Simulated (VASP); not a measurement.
# Cu (P6_3/mmc) in VASP: single point with LDA

Aim: the single point of Cu with LDA.

Program: VASP 6.6.1. These are calculated values, not measurements. Logs are shortened: lines on timing, memory, paths and dates and some standing lists are left out, and cuts for length are marked.

### Step 1. The cell of the first run

The structure is hexagonal, space group P6_3/mmc (No. 194). The conventional cell has a = 2.534 Å, b = 2.534 Å, c = 4.113 Å, α = 90.00°, β = 90.00°, γ = 120.00°. Cu (site symmetry -6m2) has 12 Cu at 2.52 to 2.53 Å within 3.3 Å.

### Step 2. Single point, LDA

Input file INCAR:

```
PREC = Accurate
ENCUT = 520
EDIFF = 1E-6
ISMEAR = 0
SIGMA = 0.15
LREAL = F
LASPH = T
NELM = 80
ALGO = Fast
ISIF = 2
LWAVE = F
LCHARG = F
NBANDS = 18
```

Input file KPOINTS:

```
regular mesh
0
Gamma
  21 21 12
```

Input file POSCAR:

```
Cu
1.0
    2.5340966698      0.0000000000      0.0000000000
   -1.2670483349      2.1945920917      0.0000000000
    0.0000000000      0.0000000000      4.1125710000
Cu
2
Direct
    0.3333333333      0.6666666667      0.2500000000
    0.6666666667      0.3333333333      0.7500000000
```

Potentials or basis: VASP PAW LDA potentials, release 64 (Cu).

The run is started by

```sh
cat potpaw_LDA.64/Cu/POTCAR > POTCAR
mpirun -np 1 vasp_std > vasp.out
```

OUTCAR:

```text
PREC = Accurate
   ENCUT = 520
   EDIFF = 1E-6
   ISMEAR = 0
   LREAL = F
   LASPH = T
   NELM = 80
   ISIF = 2

 ion  position               nearest neighbor table
   1  0.333  0.667  0.250-   2 2.52   2 2.52   2 2.52   2 2.52   2 2.52   2 2.52
   2  0.667  0.333  0.750-   1 2.52   1 2.52   1 2.52   1 2.52   1 2.52   1 2.52

  LATTYP: Found a hexagonal cell.
 ALAT       =     2.5340966698
 C/A-ratio  =     1.6228942838

  Lattice vectors:

 A1 = (   2.5340966698,   0.0000000000,   0.0000000000)
 A2 = (  -1.2670483349,   2.1945920917,   0.0000000000)
 A3 = (   0.0000000000,   0.0000000000,   4.1125710000)

Analysis of symmetry for initial positions (statically):
=====================================================================
 Subroutine PRICEL returns:
 Original cell was already a primitive cell.

 Routine SETGRP: Setting up the symmetry group for a
 hexagonal supercell.

 Subroutine GETGRP returns: Found 24 space group operations
 (whereof 12 operations were pure point group operations)
 out of a pool of 24 trial point group operations.

The static configuration has the point symmetry D_3d.
 The point group associated with its full space group is D_6h.

Analysis of symmetry for dynamics (positions and initial velocities):
=====================================================================
 Subroutine PRICEL returns:
 Original cell was already a primitive cell.

 Routine SETGRP: Setting up the symmetry group for a
 hexagonal supercell.

 Subroutine GETGRP returns: Found 24 space group operations
 (whereof 12 operations were pure point group operations)
 out of a pool of 24 trial point group operations.

The dynamic configuration has the point symmetry D_3d.
 The point group associated with its full space group is D_6h.

 Subroutine INISYM returns: Found 24 space group operations
 (whereof 12 operations are pure point group operations),
 and found     1 'primitive' translations

----------------------------------------------------------------------------------------

                                     Primitive cell

  volume of cell :      22.8713

  direct lattice vectors                    reciprocal lattice vectors
     2.534096670  0.000000000  0.000000000     0.394617937  0.227832772  0.000000000
    -1.267048335  2.194592092  0.000000000     0.000000000  0.455665544  0.000000000
     0.000000000  0.000000000  4.112571000     0.000000000  0.000000000  0.243156896

  length of vectors
     2.534096670  2.534096670  4.112571000     0.455665544  0.455665544  0.243156896

  position of ions in fractional coordinates (direct lattice)
     0.333333333  0.666666667  0.250000000
     0.666666667  0.333333333  0.750000000

  ion indices of the primitive-cell ions
   primitive index   ion index
                 1           1
                 2           2

----------------------------------------------------------------------------------------

 KPOINTS: regular mesh

Automatic generation of k-mesh.
 Grid dimensions read from file:
 generate k-points for:   21   21   12

 Generating k-lattice:

  Cartesian coordinates                     Fractional coordinates (reciprocal lattice)
     0.018791330  0.010849180  0.000000000     0.047619048 -0.000000000  0.000000000
     0.000000000  0.021698359  0.000000000     0.000000000  0.047619048  0.000000000
     0.000000000  0.000000000  0.020263075     0.000000000  0.000000000  0.083333333

  Length of vectors
     0.021698359  0.021698359  0.020263075

  Shift w.r.t. Gamma in fractional coordinates (k-lattice)
     0.000000000  0.000000000  0.000000000

 Subroutine IBZKPT returns following result:
 ===========================================

 Found    336 irreducible k-points:

 Following reciprocal coordinates:
            Coordinates               Weight
  0.000000  0.000000  0.000000      1.000000
  0.047619  0.000000  0.000000      6.000000
  0.095238 -0.000000  0.000000      6.000000
  0.142857 -0.000000  0.000000      6.000000
  0.190476 -0.000000  0.000000      6.000000
  0.238095 -0.000000  0.000000      6.000000
[... 16 lines left out ...]
  0.142857  0.095238  0.000000     12.000000
  0.190476  0.095238  0.000000     12.000000
 [... further k-points ...]
   k-points           NKPTS =    336   k-points in BZ     NKDIM =    336   number of bands    NBANDS=     18
   number of dos      NEDOS =    301   number of ions     NIONS =      2
   total plane-waves  NPLWV =  12800
   dimension x,y,z NGX =    20 NGY =   20 NGZ =   32
   dimension x,y,z NGXF=    40 NGYF=   40 NGZF=   64
   ions per type =               2
   NGX,Y,Z   is equivalent  to a cutoff of  13.12, 13.12, 12.94 a.u.
   NGXF,Y,Z  is equivalent  to a cutoff of  26.24, 26.24, 25.87 a.u.
 SYSTEM =  unknown system
   PREC   = accura    normal or accurate (medium, high low for compatibility)
   ISTART =      0    job   : 0-new  1-cont  2-samecut
   ICHARG =      2    charge: 1-file 2-atom 10-const
   ISPIN  =      1    spin polarized calculation?
   LNONCOLLINEAR =      F non collinear calculations
   LSORBIT =      F    spin-orbit coupling
   LASPH  =      T    aspherical Exc in radial PAW
   ENCUT  =  520.0 eV  38.22 Ry    6.18 a.u.   4.71  4.71  7.65*2*pi/ulx,y,z
   NELM   =     80;   NELMIN=  2; NELMDL= -5     # of ELM steps
   EDIFF  = 0.1E-05   stopping-criterion for ELM
   LREAL  =      F    real-space projection
   EDIFFG = 0.1E-04   stopping-criterion for IOM
   NSW    =      0    number of steps for IOM
   IBRION =     -1    ionic relax: 0-MD 1-quasi-New 2-CG
   NFREE  =      0    steps in history (QN), initial steepest desc. (CG)
   ISIF   =      2    stress and relaxation
   ISYM   =      2    0-nonsym 1-usesym 2-fastsym
   POTIM  = 0.5000    time-step for ionic-motion
   TEBEG  =    0.0;   TEEND  =   0.0 temperature during run
   PSTRESS=    0.0 pullay stress
   NELECT =      22.0000    total number of electrons
   NUPDOWN=      -1.0000    fix difference up-down
   EMIN   =  10.00;   EMAX   =-10.00  energy-range for DOS
   EFERMI =   0.00;   METHOD = LEGACY
   ISMEAR =     0;   SIGMA  =   0.15  broadening in eV -4-tet -1-fermi 0-gaus
   EFERMI_NEDOS =   21; number of points for ismear=-14 and -15
   IALGO  =     68    algorithm
   IMIX   =      4    mixing-type and parameters
     AMIX     =   0.40;   BMIX     =  1.00
     AMIX_MAG =   1.60;   BMIX_MAG =  1.00
  volume/ion in A,a.u.               =      11.44        77.17
  Fermi-wavevector in a.u.,A,eV,Ry     =   1.616041  3.053874 35.532800  2.611587
  Thomas-Fermi vector in A             =   2.710691
   LORBIT       =      0    0 simple, 1 ext, 2 COOP (PROOUT), +10 PAW based schemes
   GGA     = CA    functional components
   LHFCALC =     F    Hartree Fock is set to
   AEXX    =    0.0000 exact exchange contribution
   IVDW    =     0    specifies the selected vdW correction
   LEPSILON=     F    determine dielectric tensor
   LRPA    =     F    only Hartree local field effects (RPA)
 non-spin polarized calculation
 RMM-DIIS sequential band-by-band and
 Gauss-broadening in eV      SIGMA  =   0.15
  energy-cutoff  :      520.00
  volume of cell :       22.87
 maximum number of plane-waves:       640
 NGX is ok and might be reduce to    20
   NGX =  9   NGY =  9   NGZ = 15

 number of electron      21.9999979 magnetization

 Free energy of the ion-electron system (eV)
  ---------------------------------------------------
  ext. energy  EPLUGINS =         0.00000000
  ---------------------------------------------------
  free energy    TOTEN  =        -9.37731458 eV

  energy without entropy =       -9.36996388  energy(sigma->0) =       -9.37363923

 E-fermi :   7.7592     XC(G=0): -13.2917

 val. band max:        7.7562953091   @ k =   0.2857   0.2381   0.0000
 cond. band min:       7.7641074016   @ k =   0.4762   0.0476   0.3333
 fundamental gap:      0.0078120924
 Fermi energy:         7.7592324164

 k-point     1 :       0.0000    0.0000    0.0000
  band No.  band energies     occupation
      1      -1.8475      2.00000
      2       2.4540      2.00000
      3       4.5929      2.00000
      4       4.6337      2.00000
      5       4.6337      2.00000
      6       4.8575      2.00000
[... 10 lines left out ...]
     17      31.4744      0.00000
     18      31.6110      0.00000

 k-point     2 :       0.0476    0.0000    0.0000
  band No.  band energies     occupation
      1      -1.7726      2.00000
      2       2.4978      2.00000
      3       4.5252      2.00000
      4       4.6617      2.00000
      5       4.6943      2.00000
      6       4.8433      2.00000
[... 10 lines left out ...]
     17      32.1932      0.00000
     18      32.4669      0.00000

 k-point     3 :       0.0952   -0.0000    0.0000
  band No.  band energies     occupation
      1      -1.5495      2.00000
      2       2.6230      2.00000
      3       4.4251      2.00000
      4       4.7443      2.00000
      5       4.7600      2.00000
      6       4.8213      2.00000
[... 10 lines left out ...]
     17      32.4831      0.00000
     18      32.9544      0.00000

 k-point     4 :       0.1429   -0.0000    0.0000
  band No.  band energies     occupation
      1      -1.1834      2.00000
      2       2.8097      2.00000
      3       4.3105      2.00000
      4       4.6426      2.00000
      5       4.7208      2.00000
      6       4.8763      2.00000
[... 375 lines left out ...]
      4       4.4946      2.00000
      5       4.7148      2.00000
      6       4.8928      2.00000
[... 10 lines left out ...]
     17      30.9483      0.00000
     18      31.1302      0.00000

 k-point    23 :       0.1429    0.0952    0.0000
  band No.  band energies     occupation
      1      -0.4736      2.00000
      2       3.1146      2.00000
      3       4.1173      2.00000
      4       4.1953      2.00000
      5       4.6610      2.00000
      6       4.7933      2.00000
[... 10 lines left out ...]
     17      29.5215      0.00000
     18      30.1226      0.00000

 k-point    24 :       0.1905    0.0952    0.0000
  band No.  band energies     occupation
      1       0.1328      2.00000
      2       3.2833      2.00000
      3       3.9263      2.00000
      4       4.0200      2.00000
      5       4.6252      2.00000
      6       4.7026      2.00000
[... 10 lines left out ...]
     17      27.7075      0.00000
     18      29.3346      0.00000

 [... further k-points ...]
[... 5 lines left out ...]
  --------------------------------------------------------------------------------------
  -------------------------------------------------------------------------------------
  Total       -1.1751063     -1.1751063     -0.7975811      0.0000000      0.0000000      0.0000000
  in kB      -82.3184830    -82.3184830    -55.8721024      0.0000000      0.0000000      0.0000000
  external PRESSURE =     -73.5030228 kB  Pullay stress =       0.0000000 kB

 VOLUME and BASIS-vectors are now :
 -----------------------------------------------------------------------------
  energy-cutoff  :      520.00
  volume of cell :       22.87
      direct lattice vectors                 reciprocal lattice vectors
     2.534096670  0.000000000  0.000000000     0.394617937  0.227832772  0.000000000
    -1.267048335  2.194592092  0.000000000     0.000000000  0.455665544  0.000000000
     0.000000000  0.000000000  4.112571000     0.000000000  0.000000000  0.243156896

 POSITION                                       TOTAL-FORCE (eV/Angst)
 -----------------------------------------------------------------------------------
     -0.00000      1.46306      1.02814         0.000000      0.000000      0.000000
      1.26705      0.73153      3.08443         0.000000      0.000000      0.000000
 -----------------------------------------------------------------------------------
    total drift:                               -0.000000      0.000000     -0.000000

  FREE ENERGIE OF THE ION-ELECTRON SYSTEM (eV)
  ---------------------------------------------------
  free  energy   TOTEN  =        -9.3773145767 eV

  energy  without entropy=       -9.3699638773  energy(sigma->0) =       -9.37363923
```

It took 50 s on 1 thread of Intel Xeon 6975P-C (Granite Rapids), shared host; peak memory 0.22 GiB.

Results:

| Property | Result |
| --- | --- |
| Free energy | -9.3773 eV |
| Pressure | -7.4 GPa |
| Band gap on the k mesh | zero (band 11 reaches 11.83 eV, above the bottom of band 12 at 5.71 eV) |

Stress tensor (GPa, compression positive):
```
-8.23  0.00  0.00
 0.00 -8.23  0.00
 0.00  0.00 -5.59
```

Levels at points of the mesh, in eV from the Fermi level:
| k point | band 7 | band 8 | band 9 | band 10 | band 11 | band 12 | band 13 | band 14 | band 15 | band 16 |
| --- | --- | --- | --- | --- | --- | --- | --- | --- | --- | --- |
| (0.00, 0.00, 0.00) | -2.90 | -2.62 | -2.62 | -1.81 | -1.81 | -1.02 | 3.96 | 21.63 | 21.95 | 21.95 |
| (0.00, 0.00, 0.50) | -3.17 | -3.17 | -2.05 | -2.05 | -2.05 | -2.05 | 12.86 | 12.86 | 22.31 | 22.31 |
